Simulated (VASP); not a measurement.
A run of VASP 6.6.1 is set up as follows.

File INCAR:

```
PREC = Accurate ; ENCUT = 520
EDIFF = 1E-6 ; ISMEAR = 0
SIGMA = 0.1 ; LREAL = F
LASPH = T ; NELM = 60
ALGO = Normal ; ISIF = 2
LWAVE = F ; LCHARG = F
GGA = PE ; NBANDS = 16
```

KPOINTS

```
Automatic mesh
0
Gamma
  6 6 6
```

POSCAR

```
TaSi2
1.0
    2.2712546442      1.3113094803      2.9345384554
   -2.2712546442      1.3113094803      2.9345384554
    0.0000000000     -2.6226189605      2.9345384554
Ta Si
1 2
Direct
    0.5000000000      0.5000000000      0.5000000000
    0.2001758814      0.2001758814      0.2001758814
    0.7998241186      0.7998241186      0.7998241186
```

Potentials or basis: VASP PAW PBE potentials, release 64 (Ta_pv, Si).

Launch:

```console
$ cat potpaw_PBE.64/Ta_pv/POTCAR potpaw_PBE.64/Si/POTCAR > POTCAR
$ mpirun -np 1 vasp_std > vasp.out
```

(1) Estimate the pressure.

(2) Estimate the largest force.

(3) Estimate the band gap on the k mesh.

## Answers

(1) 0.1 GPa.

(2) 0.003 eV/Å.

(3) zero (an odd number of electrons rules out a gap without spin polarisation).

Caveat: spin-orbit coupling is left out, which moves the levels of the heavy elements; an odd number of electrons without spin polarisation forces a metal; a magnetic or distorted state may lie lower.
